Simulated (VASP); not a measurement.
# V (Fm-3m) in VASP: further runs, part 2 of 2

VASP 6.6.1. Earlier steps stand in the parts before.

## Step 4: Single point, PBE, collinear spin, ferromagnetic start (15.02 Å³/atom)

This run uses another cell than the first one, of 15.02 Å³/atom.

The input, INCAR:

```
SYSTEM = V
ALGO = Normal ; EDIFF = 1E-7
ENCUT = 520 ; GGA = PE
ISIF = 2 ; ISMEAR = -1
ISPIN = 2 ; LASPH = .True.
LCHARG = .True. ; LELF = .True.
LMAXMIX = 4 ; LORBIT = 11
LREAL = .False. ; LVHAR = .True.
LWAVE = .False. ; MAGMOM = 1
NBANDS = 16 ; NELM = 150
PREC = Accurate ; SIGMA = 0.05
```

The input, KPOINTS:

```
k-points
0
Gamma
  23 23 23
  0 0 0
```

The input, POSCAR:

```
V
1.0
    0.0000000000      1.9581659384      1.9581659384
    1.9581659384      0.0000000000      1.9581659384
    1.9581659384      1.9581659384      0.0000000000
V
1
Direct
    0.0000000000      0.0000000000      0.0000000000
```

Launch:

```
$ cat potpaw_PBE.64/V_sv/POTCAR > POTCAR
$ mpirun -np 1 vasp_std > vasp.out
```

It took 6.9 min on 1 thread of Intel Xeon 8259CL, shared host; peak memory 0.22 GiB.

The run converged. Its results:

```
Free energy                                           : -8.7150 eV
Pressure                                              : -11.5 GPa
Net moment                                            : 0.00 μB per cell
Valence electrons inside the program's atomic spheres : V 11.47
```

Levels at points of the mesh, in eV from the Fermi level:
Spin up:
```
           k point  band 4  band 5  band 6  band 7  band 8  band 9
(0.00, 0.00, 0.00)  -37.60   -6.60    0.17    0.17    0.17    1.73
```
Spin down:
```csv
k point,band 2,band 3,band 4,band 5,band 6,band 7,band 8,band 9,band 10,band 11
"(0.00, 0.00, 0.00)",-37.60,-37.60,-37.60,-6.60,0.17,0.17,0.17,1.73,1.73,17.17
```

Caveat: the cell stands under tension.

## Step 5: Single point, PBE, collinear spin, ferromagnetic start (15.57 Å³/atom)

This run uses another cell than the first one, of 15.57 Å³/atom.

The input, INCAR:

```
SYSTEM = V
PREC = Accurate
ENCUT = 520
EDIFF = 1E-7
ISMEAR = -1
SIGMA = 0.05
LREAL = .False.
LASPH = .True.
NELM = 150
ALGO = Normal
ISIF = 2
LWAVE = .False.
LCHARG = .True.
ISPIN = 2
MAGMOM = 1
LORBIT = 11
LMAXMIX = 4
GGA = PE
LELF = .True.
LVHAR = .True.
NBANDS = 16
```

The input, KPOINTS:

```
regular mesh
0
Gamma
  23 23 23
  0 0 0
```

The input, POSCAR:

```
V
1.0
    0.0000000000      1.9820483645      1.9820483645
    1.9820483645      0.0000000000      1.9820483645
    1.9820483645      1.9820483645      0.0000000000
V
1
Direct
    0.0000000000      0.0000000000      0.0000000000
```

Potentials or basis: VASP PAW PBE potentials, release 64 (V_sv).

Launch:

```
$ cat potpaw_PBE.64/V_sv/POTCAR > POTCAR
$ mpirun -np 1 vasp_std > vasp.out
```

OUTCAR:

```text
SYSTEM = V
   PREC = Accurate
   ENCUT = 520
   EDIFF = 1E-7
   ISMEAR = -1
   LREAL = .False.
   LASPH = .True.
   NELM = 150
   ISIF = 2
   ISPIN = 2
   LORBIT = 11
   GGA = PE

 ion  position               nearest neighbor table
   1  0.000  0.000  0.000-

  LATTYP: Found a face centered cubic cell.
 ALAT       =     3.9640967290

  Lattice vectors:

 A1 = (   0.0000000000,   1.9820483645,   1.9820483645)
 A2 = (   1.9820483645,   0.0000000000,   1.9820483645)
 A3 = (   1.9820483645,   1.9820483645,   0.0000000000)

Analysis of symmetry for initial positions (statically):
=====================================================================
 Subroutine PRICEL returns:
 Original cell was already a primitive cell.

 Routine SETGRP: Setting up the symmetry group for a
 face centered cubic supercell.

 Subroutine GETGRP returns: Found 48 space group operations
 (whereof 48 operations were pure point group operations)
 out of a pool of 48 trial point group operations.

The static configuration has the point symmetry O_h .

Analysis of symmetry for dynamics (positions and initial velocities):
=====================================================================
 Subroutine PRICEL returns:
 Original cell was already a primitive cell.

 Routine SETGRP: Setting up the symmetry group for a
 face centered cubic supercell.

 Subroutine GETGRP returns: Found 48 space group operations
 (whereof 48 operations were pure point group operations)
 out of a pool of 48 trial point group operations.

The dynamic configuration has the point symmetry O_h .

Analysis of structural, dynamic, and magnetic symmetry:
=====================================================================
 Subroutine PRICEL returns:
 Original cell was already a primitive cell.

 Routine SETGRP: Setting up the symmetry group for a
 face centered cubic supercell.

 Subroutine GETGRP returns: Found 48 space group operations
 (whereof 48 operations were pure point group operations)
 out of a pool of 48 trial point group operations.

The overall configuration has the point symmetry O_h .

 Subroutine INISYM returns: Found 48 space group operations
[... 134 lines left out ...]

 number of electron      12.9999998 magnetization      -0.0000443

 Free energy of the ion-electron system (eV)
  ---------------------------------------------------
  ext. energy  EPLUGINS =         0.00000000
  ---------------------------------------------------
  free energy    TOTEN  =        -8.66742704 eV

  energy without entropy =       -8.65125510  energy(sigma->0) =       -8.65934107

 E-fermi :   8.2692     XC(G=0): -12.1411

 val. band max:        8.2681015013   @ k =   0.4783   0.0435   0.0000
 cond. band min:       8.2695387215   @ k =  -0.3913   0.1304   0.0000
 fundamental gap:      0.0014372202
 Fermi energy:         8.2692169027

 spin component 1

 k-point     1 :       0.0000    0.0000    0.0000
  band No.  band energies     occupation
      1     -55.9201      1.00000
      2     -29.4121      1.00000
      3     -29.4121      1.00000
      4     -29.4121      1.00000
      5       1.7786      1.00000
      6       8.4398      0.03193
[... 435 lines left out ...]
      5       5.3478      1.00000
      6       8.2679      0.50636
[... 8 lines left out ...]
     15      31.8791      0.00000
     16      32.0192      0.00000

 [... further k-points ...]

 spin component 2

 k-point     1 :       0.0000    0.0000    0.0000
  band No.  band energies     occupation
      1     -55.9201      1.00000
      2     -29.4122      1.00000
      3     -29.4122      1.00000
      4     -29.4122      1.00000
      5       1.7785      1.00000
      6       8.4398      0.03196
[... 435 lines left out ...]
      5       5.3478      1.00000
      6       8.2679      0.50642
[... 8 lines left out ...]
     15      31.8791      0.00000
     16      32.0192      0.00000

 [... further k-points ...]

------------------------ aborting loop because EDIFF is reached ----------------------------------------

  FORCE on cell =-STRESS in cart. coord.  units (eV):
  Direction    XX          YY          ZZ          XY          YZ          ZX
  --------------------------------------------------------------------------------------
  -------------------------------------------------------------------------------------
  Total       -1.5404092     -1.5404092     -1.5404092      0.0000000      0.0000000     -0.0000000
  in kB     -158.4798143   -158.4798143   -158.4798143      0.0000000      0.0000000     -0.0000000
  external PRESSURE =    -158.4798143 kB  Pullay stress =       0.0000000 kB

 VOLUME and BASIS-vectors are now :
 -----------------------------------------------------------------------------
  energy-cutoff  :      520.00
  volume of cell :       15.57
      direct lattice vectors                 reciprocal lattice vectors
     0.000000000  1.982048364  1.982048364    -0.252264278  0.252264278  0.252264278
     1.982048364  0.000000000  1.982048364     0.252264278 -0.252264278  0.252264278
     1.982048364  1.982048364  0.000000000     0.252264278  0.252264278 -0.252264278

 POSITION                                       TOTAL-FORCE (eV/Angst)
 -----------------------------------------------------------------------------------
      0.00000      0.00000      0.00000        -0.000000      0.000000     -0.000000
 -----------------------------------------------------------------------------------
    total drift:                               -0.000000      0.000000      0.000000

  FREE ENERGIE OF THE ION-ELECTRON SYSTEM (eV)
  ---------------------------------------------------
  free  energy   TOTEN  =        -8.6674270446 eV

  energy  without entropy=       -8.6512550950  energy(sigma->0) =       -8.65934107

 total charge

# of ion       s       p       d       tot
------------------------------------------
    1        2.310   6.188   2.925  11.422

 magnetization (x)

# of ion       s       p       d       tot
------------------------------------------
    1       -0.000  -0.000  -0.000  -0.000
```

stdout:

```text
POSCAR found type information on POSCAR V
 POSCAR found :  1 types and       1 ions
 scaLAPACK will be used
 LDA part: xc-table for (Slater+PW92), standard interpolation
 POSCAR, INCAR and KPOINTS ok, starting setup
 FFT: planning ... GRIDC
 FFT: planning ... GRID_SOFT
 FFT: planning ... GRID
 WAVECAR not read
 entering main loop
```

Run time: 7.4 min. Hardware: 1 thread of Intel Xeon 8259CL, shared host; peak memory 0.22 GiB.

What came out:

* Free energy: -8.6674 eV
* Pressure: -15.8 GPa
* Net moment: 0.00 μB per cell
* Valence electrons inside the program's atomic spheres: V 11.42

Caveat: the cell stands under tension.

## Step 6: Overview

| cell | gap on the mesh (eV) | pressure (GPa) | moment (μB) |
| --- | --- | --- | --- |
| a = 2.699 Å, angles 60.0°, 1 atom | none | 0.1 | 0.00 |
| a = 2.735 Å, angles 60.0°, 1 atom | none | -6.3 | 0.00 |
| a = 2.769 Å, angles 60.0°, 1 atom | none | -11.5 | 0.00 |
| a = 2.803 Å, angles 60.0°, 1 atom | none | -15.8 | 0.00 |

Alike in all rows: task single point; level PBE; potentials or basis VASP PAW PBE potentials, release 64 (V_sv); spin collinear, ferromagnetic start; k mesh 23 × 23 × 23; cutoff (eV) 520; smearing fermi-dirac 0.05 eV.

Caveats: the cell stands under tension (at least some runs).

Total energies depend on the potentials used, so only differences within one code and one set of settings carry meaning.
